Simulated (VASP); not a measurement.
Write the native input for VASP 6.6.1 that does the following.

```yaml
Task: single point
Functional: PBEsol
Potentials_or_basis: VASP PAW PBE potentials, release 64 (Ag)
Cutoff: 520 eV
k_mesh: 24 × 24 × 12
Occupations: gaussian, width 0.1 eV
Spin: no spin polarisation
Dipole_correction: no
Further_INCAR_settings: ALGO = Fast; EDIFF = 1e-06; NBANDS = 18
```

The structure of Ag lies in POSCAR:

```
Ag
1.0
    2.8383218570      0.0000000000      0.0000000000
   -1.4191609285      2.4890949286      0.0000000000
    0.0000000000      0.0000000000      4.7025603328
Ag
2
Direct
    0.3333333333      0.6666666667      0.2500000000
    0.6666666667      0.3333333333      0.7500000000
```

This cell differs from its parent crystal: uniaxial strain along a: -1.0 %.

One way to write it, as run:

INCAR

```
SYSTEM = Ag
PREC = Accurate
ENCUT = 520
EDIFF = 1E-6
ISMEAR = 0
SIGMA = 0.1
LREAL = .FALSE.
LASPH = .TRUE.
NELM = 80
ALGO = Fast
ISIF = 2
LWAVE = .FALSE.
LCHARG = .TRUE.
GGA = PS
LELF = .TRUE.
LVHAR = .TRUE.
NBANDS = 18
```

KPOINTS

```
Automatic mesh
0
G
  24 24 12
  0 0 0
```

Potentials or basis: VASP PAW PBE potentials, release 64 (Ag).

Run with:

```console
$ cat potpaw_PBE.64/Ag/POTCAR > POTCAR
$ mpirun -np 1 vasp_std > vasp.out
```

It gave:

```json
{
 "Pressure": "0.2 GPa",
 "Largest force": "0.015 eV/Å",
 "Band gap on the k mesh": "zero (band 11 reaches 12.76 eV, above the bottom of band 12 at 5.20 eV)"
}
```

Caveat: the cell differs from its parent crystal (uniaxial strain along a: -1.0 %); the PAW data sets were made with another functional, which shifts forces and pressure a little.

It took 4.9 min on 1 thread of Intel(R) Xeon(R) Platinum 8559C (Emerald Rapids), on a shared host, peak memory 0.59 GiB.
